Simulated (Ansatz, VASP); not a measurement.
**One calculation of Sn, two programs**

```
CELL_PARAMETERS angstrom
-1.89465 1.89465 1.81887
1.89465 -1.89465 1.81887
1.89465 1.89465 -1.81887
ATOMIC_POSITIONS crystal
Sn 0.00000 0.00000 0.00000
```

Change from the starting cell: strain +0.000 along x and y, -0.040 along z, atoms carried along.

Alike in both runs: task single point; functional PBEsol; k mesh 18 × 18 × 18; occupations gaussian, width 0.15 eV; no spin polarisation.

```csv
,VASP,Ansatz
version,VASP 6.6.1,Ansatz 0.2.0
potentials or method,"VASP PAW PBE potentials, release 64 (Sn_d), cutoff 520 eV","scalar-relativistic, plane waves, PAW"
valence electrons in the cell,14,14
```

```csv
,VASP,Ansatz,Ansatz less VASP
gap on the k mesh at the Fermi level (eV),none,none,-
pressure (GPa),0.1,0.1,+0.01
"traceless stress, the component that is largest in VASP (GPa)",-0.63,-0.63,0.000
```

VASP's potentials were made for PBE, not for PBEsol. A gap of «none» marks a metal or a gap that the smearing closes.
